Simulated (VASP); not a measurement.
Set up this calculation in VASP 6.6.1, as the native input.

```yaml
Task: single point
Functional: PBE
Potentials_or_basis: VASP PAW PBE potentials, release 64 (C)
Cutoff: 520 eV
k_mesh: 4 × 4 × 4
Occupations: gaussian, width 0.1 eV
Spin: no spin polarisation
Dipole_correction: no
Further_INCAR_settings: LREAL = Auto; ALGO = Normal; EDIFF = 1e-06; NBANDS = 78
```

The structure of C (a cell with a defect) lies in POSCAR:

```
C
1.0
    6.1662906811     -2.1360657508      0.0000000000
    1.2332581362     -6.4081972523      0.0000000000
    2.4665162724     -2.8480876677     -8.5756693636
C
29
Direct
    0.2485446697      0.7348492105      0.2636518392
    0.1054829839      0.4487235755      0.2643514930
   -0.0373931514      0.1631113325      0.2647262743
    0.8199255181      0.8777277730      0.2636268849
    0.6770183743      0.5920254067      0.2637694976
    0.5342139771      0.3061804315      0.2637472253
    0.3906324966      0.0199443990      0.2657111537
    0.5814594600      0.0678512232      0.2644681020
    0.4387221026      0.7823586066      0.2644239072
    0.2961427108      0.4967031377      0.2636393620
    0.1526153241      0.2102416417      0.2658962121
    0.0104797759      0.9253872879      0.2635548205
    0.8676342030      0.6394812256      0.2637241368
    0.7247679161      0.3538556380      0.2636710797
    0.2820558942      0.6560941247      0.7104136997
    0.1391884089      0.3635213594      0.7070385696
    1.0030797090      0.0825482367      0.7014434378
    0.8583291010      0.7924358181      0.7055985654
    0.7161456290      0.5071786899      0.7046888988
    0.5708009715      0.2058392806      0.7359450012
    0.4309087642      0.9338520179      0.7075370729
    0.6220283476      0.9754316836      0.7104373713
    0.4752089791      0.6995987276      0.7074619768
    0.3163054720      0.4086119765      0.7360066873
    0.1918437684      0.1281003226      0.7047335600
    1.0489152484      0.8422902965      0.7057457259
    0.9070141151      0.5548722399      0.7015982945
    0.7672758995      0.2702588964      0.7069034198
    0.3924265281      0.2559315685      0.8902184397
```

These files were run (other wordings do the same):

INCAR

```
SYSTEM = C
  PREC = Accurate
  ENCUT = 520
  EDIFF = 1E-6
  ISMEAR = 0
  SIGMA = 0.1
  LREAL = Auto
  LASPH = .True.
  NELM = 100
  ALGO = Normal
  ISIF = 2
  LWAVE = .False.
  LCHARG = .False.
  GGA = PE
  NBANDS = 78
```

KPOINTS

```
regular mesh
0
Gamma
  4 4 4
  0 0 0
```

Potentials or basis: VASP PAW PBE potentials, release 64 (C).

Command:

```bash
$ cat potpaw_PBE.64/C/POTCAR > POTCAR
$ mpirun -np 1 vasp_std > vasp.out
```

It gave:

| Quantity | Value |
| --- | --- |
| Pressure | 2.2 GPa |
| Largest force | 0.094 eV/Å |
| Band gap on the k mesh | zero (bands 58 and 59 overlap by 0.04 eV) |

Run time: 19 min on 1 thread of Oxide Virtual Turin-like Processor, with other jobs on the host, peak memory 0.69 GiB.
